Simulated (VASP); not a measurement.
# Ge (Imma) in VASP: single point with PBEsol

Aim: the single point of Ge with PBEsol.

Everything below comes from runs of VASP 6.6.1. Logs are shortened: lines on timing, memory, paths and dates and some standing lists are left out, and cuts for length are marked.

**1. The cell of the first run**

The structure is orthorhombic, space group Imma (No. 74). The conventional cell has a = 4.013 Å, b = 4.013 Å, c = 5.676 Å, α = 90.00°, β = 90.00°, γ = 90.00°. Ge (site symmetry mm2) has 4 Ge at 2.43 to 2.48 Å within 3.2 Å.

**2. Single point, PBEsol (atoms displaced along a vibrational mode)**

The input, INCAR:

```
PREC = Accurate
ENCUT = 520
EDIFF = 1E-6
ISMEAR = 0
SIGMA = 0.15
LREAL = F
LASPH = T
NELM = 80
ALGO = Normal
ISIF = 2
LWAVE = F
LCHARG = F
GGA = PS
NBANDS = 36
```

The input, KPOINTS:

```
regular mesh
0
Gamma
  12 12 8
```

The input, POSCAR:

```
Ge
1.0
    0.0000000000     -2.8378616867     -2.8378616867
    0.0000000000      2.8378616867     -2.8378616867
    5.6757233734      0.0000000000      0.0000000000
Ge
4
Direct
    0.5035237799      0.5035237799      0.0000000000
    0.0035237799      0.0035237799      0.5000000000
   -0.0035237799      0.4964762201      0.2500000000
    0.4964762201     -0.0035237799      0.7500000000
```

Potentials or basis: VASP PAW PBE potentials, release 64 (Ge_d).

The run is started by

```sh
cat potpaw_PBE.64/Ge_d/POTCAR > POTCAR
mpirun -np 1 vasp_std > vasp.out
```

OUTCAR:

```text
PREC = Accurate
   ENCUT = 520
   EDIFF = 1E-6
   ISMEAR = 0
   LREAL = F
   LASPH = T
   NELM = 80
   ISIF = 2
   GGA = PS

 ion  position               nearest neighbor table
   1  0.504  0.504  0.000-   3 2.43   4 2.43   4 2.48   3 2.48
   2  0.004  0.004  0.500-   3 2.43   4 2.43   3 2.48   4 2.48
   3  0.996  0.496  0.250-   1 2.43   2 2.43   1 2.48   2 2.48
   4  0.496  0.996  0.750-   1 2.43   2 2.43   2 2.48   1 2.48

  LATTYP: Found a simple tetragonal cell.
 ALAT       =     4.0133424855
 C/A-ratio  =     1.4142135624

  Lattice vectors:

 A1 = (   0.0000000000,  -2.8378616867,  -2.8378616867)
 A2 = (   0.0000000000,   2.8378616867,  -2.8378616867)
 A3 = (   5.6757233734,   0.0000000000,   0.0000000000)

Analysis of symmetry for initial positions (statically):
=====================================================================
 Subroutine PRICEL returns following result:

  LATTYP: Found a face centered cubic cell.
 ALAT       =     5.6757233734

  Lattice vectors:

 A1 = (  -2.8378616867,   0.0000000000,   2.8378616867)
 A2 = (  -2.8378616867,  -2.8378616867,   0.0000000000)
 A3 = (   0.0000000000,  -2.8378616867,   2.8378616867)

   2 primitive cells build up your supercell.

 Routine SETGRP: Setting up the symmetry group for a
 simple tetragonal supercell.

 Subroutine GETGRP returns: Found  4 space group operations
 (whereof  2 operations were pure point group operations)
 out of a pool of 16 trial point group operations.

The static configuration has the point symmetry C_2 .
 The point group associated with its full space group is C_2h.

Analysis of symmetry for dynamics (positions and initial velocities):
=====================================================================
 Subroutine PRICEL returns following result:

  LATTYP: Found a face centered cubic cell.
 ALAT       =     5.6757233734

  Lattice vectors:

 A1 = (  -2.8378616867,   0.0000000000,   2.8378616867)
 A2 = (  -2.8378616867,  -2.8378616867,   0.0000000000)
 A3 = (   0.0000000000,  -2.8378616867,   2.8378616867)

   2 primitive cells build up your supercell.

 Routine SETGRP: Setting up the symmetry group for a
 simple tetragonal supercell.

[... 99 lines left out ...]
   ISPIN  =      1    spin polarized calculation?
   LNONCOLLINEAR =      F non collinear calculations
   LSORBIT =      F    spin-orbit coupling
   LASPH  =      T    aspherical Exc in radial PAW
   ENCUT  =  520.0 eV  38.22 Ry    6.18 a.u.   7.46  7.46 10.55*2*pi/ulx,y,z
   NELM   =     80;   NELMIN=  2; NELMDL= -5     # of ELM steps
   EDIFF  = 0.1E-05   stopping-criterion for ELM
   LREAL  =      F    real-space projection
   EDIFFG = 0.1E-04   stopping-criterion for IOM
   NSW    =      0    number of steps for IOM
   IBRION =     -1    ionic relax: 0-MD 1-quasi-New 2-CG
   NFREE  =      0    steps in history (QN), initial steepest desc. (CG)
   ISIF   =      2    stress and relaxation
   ISYM   =      2    0-nonsym 1-usesym 2-fastsym
   POTIM  = 0.5000    time-step for ionic-motion
   TEBEG  =    0.0;   TEEND  =   0.0 temperature during run
   PSTRESS=    0.0 pullay stress
   NELECT =      56.0000    total number of electrons
   NUPDOWN=      -1.0000    fix difference up-down
   EMIN   =  10.00;   EMAX   =-10.00  energy-range for DOS
   EFERMI =   0.00;   METHOD = LEGACY
   ISMEAR =     0;   SIGMA  =   0.15  broadening in eV -4-tet -1-fermi 0-gaus
   EFERMI_NEDOS =   21; number of points for ismear=-14 and -15
   IALGO  =     38    algorithm
   IMIX   =      4    mixing-type and parameters
     AMIX     =   0.40;   BMIX     =  1.00
     AMIX_MAG =   1.60;   BMIX_MAG =  1.00
  volume/ion in A,a.u.               =      22.85       154.23
  Fermi-wavevector in a.u.,A,eV,Ry     =   1.390357  2.627393 26.301316  1.933092
  Thomas-Fermi vector in A             =   2.514300
   LORBIT       =      0    0 simple, 1 ext, 2 COOP (PROOUT), +10 PAW based schemes
   GGA     = PS    functional components
   LHFCALC =     F    Hartree Fock is set to
   AEXX    =    0.0000 exact exchange contribution
   IVDW    =     0    specifies the selected vdW correction
   LEPSILON=     F    determine dielectric tensor
   LRPA    =     F    only Hartree local field effects (RPA)
 non-spin polarized calculation
 Gauss-broadening in eV      SIGMA  =   0.15
  energy-cutoff  :      520.00
  volume of cell :       91.42
 maximum number of plane-waves:      2488
 NGX is ok and might be reduce to    30
   NGX = 15   NGY = 15   NGZ = 21

 number of electron      55.9999946 magnetization

 Free energy of the ion-electron system (eV)
  ---------------------------------------------------
  ext. energy  EPLUGINS =         0.00000000
  ---------------------------------------------------
  free energy    TOTEN  =       -19.73215720 eV

  energy without entropy =      -19.73096505  energy(sigma->0) =      -19.73156113

 E-fermi :   4.8398     XC(G=0): -10.0843

 val. band max:        4.8018394304   @ k =   0.5000   0.0000   0.5000
 cond. band min:       4.9220236351   @ k =   0.5000   0.0000   0.5000
 fundamental gap:      0.1201842047
 Fermi energy:         4.8398013204

 k-point     1 :       0.0000    0.0000    0.0000
  band No.  band energies     occupation
      1     -20.0185      2.00000
      2     -20.0185      2.00000
      3     -19.9913      2.00000
      4     -19.9839      2.00000
      5     -19.9741      2.00000
      6     -19.9475      2.00000
[... 925 lines left out ...]
     35      10.4022      0.00000
     36      10.7298      0.00000

 [... further k-points ...]

------------------------ aborting loop because EDIFF is reached ----------------------------------------

  FORCE on cell =-STRESS in cart. coord.  units (eV):
  Direction    XX          YY          ZZ          XY          YZ          ZX
  --------------------------------------------------------------------------------------
  -------------------------------------------------------------------------------------
  Total       -0.0107597     -0.0073652     -0.0407248     -0.6648846      0.0000000      0.0000000
  in kB       -0.1885716     -0.1290808     -0.7137328    -11.6526102      0.0000000      0.0000000
  external PRESSURE =      -0.3437951 kB  Pullay stress =       0.0000000 kB

 VOLUME and BASIS-vectors are now :
 -----------------------------------------------------------------------------
  energy-cutoff  :      520.00
  volume of cell :       91.42
      direct lattice vectors                 reciprocal lattice vectors
     0.000000000 -2.837861687 -2.837861687     0.000000000 -0.176188996 -0.176188996
     0.000000000  2.837861687 -2.837861687     0.000000000  0.176188996 -0.176188996
     5.675723373  0.000000000  0.000000000     0.176188996  0.000000000  0.000000000

 POSITION                                       TOTAL-FORCE (eV/Angst)
 -----------------------------------------------------------------------------------
      0.00000      0.00000     -2.85786         0.000000      0.000000      0.430574
      2.83786      0.00000     -0.02000         0.000000      0.000000      0.430574
      1.41893     -1.41893     -4.23679         0.000000      0.000000     -0.430574
      4.25679      1.41893     -4.23679         0.000000      0.000000     -0.430574
 -----------------------------------------------------------------------------------
    total drift:                                0.000000     -0.000000     -0.000000

  FREE ENERGIE OF THE ION-ELECTRON SYSTEM (eV)
  ---------------------------------------------------
  free  energy   TOTEN  =       -19.7321572033 eV

  energy  without entropy=      -19.7309650517  energy(sigma->0) =      -19.73156113
```

OSZICAR:

```text
N       E                     dE             d eps       ncg     rms          rms(c)
DAV:   1     0.498595649758E+03    0.49860E+03   -0.28194E+04 26676   0.427E+03
DAV:   2     0.671234091790E+02   -0.43147E+03   -0.42007E+03 23056   0.814E+02
DAV:   3    -0.152700006202E+02   -0.82393E+02   -0.81290E+02 24640   0.208E+02
DAV:   4    -0.199323784308E+02   -0.46624E+01   -0.46441E+01 27276   0.576E+01
DAV:   5    -0.200262377519E+02   -0.93859E-01   -0.93835E-01 25696   0.918E+00    0.457E+00
DAV:   6    -0.198258442709E+02    0.20039E+00   -0.97900E-02 27624   0.283E+00    0.259E+00
DAV:   7    -0.197295004773E+02    0.96344E-01   -0.13522E-01 24568   0.272E+00    0.201E-01
DAV:   8    -0.197316738462E+02   -0.21734E-02   -0.15447E-02 26116   0.128E+00    0.102E-01
DAV:   9    -0.197321296005E+02   -0.45575E-03   -0.44745E-04 26960   0.142E-01    0.253E-02
DAV:  10    -0.197321531270E+02   -0.23526E-04   -0.79071E-05 30040   0.120E-01    0.744E-03
DAV:  11    -0.197321567329E+02   -0.36060E-05   -0.58832E-06 20328   0.160E-02    0.244E-03
DAV:  12    -0.197321572033E+02   -0.47041E-06   -0.66125E-07 15184   0.774E-03
   1 F= -.19732157E+02 E0= -.19731561E+02  d E =-.119215E-02
```

Wall time 4.6 min (1 thread of Intel Xeon 6975P-C (Granite Rapids), shared host); peak memory 0.74 GiB.

What came out:

| Quantity | Value |
| --- | --- |
| Free energy | -19.7322 eV |
| Pressure | 0.0 GPa |
| Largest force | 0.431 eV/Å |

Forces in eV/Å, atoms in the order of the input:
```
Ge   0.000  0.000  0.431
Ge   0.000  0.000  0.431
Ge   0.000  0.000 -0.431
Ge   0.000  0.000 -0.431
```

Stress tensor (GPa, compression positive):
```
-0.02 -1.17  0.00
-1.17 -0.01  0.00
 0.00  0.00 -0.07
```

Caveat: the cell differs from its parent crystal (atoms displaced along a vibrational mode); the PAW data sets were made with another functional, which shifts forces and pressure a little.
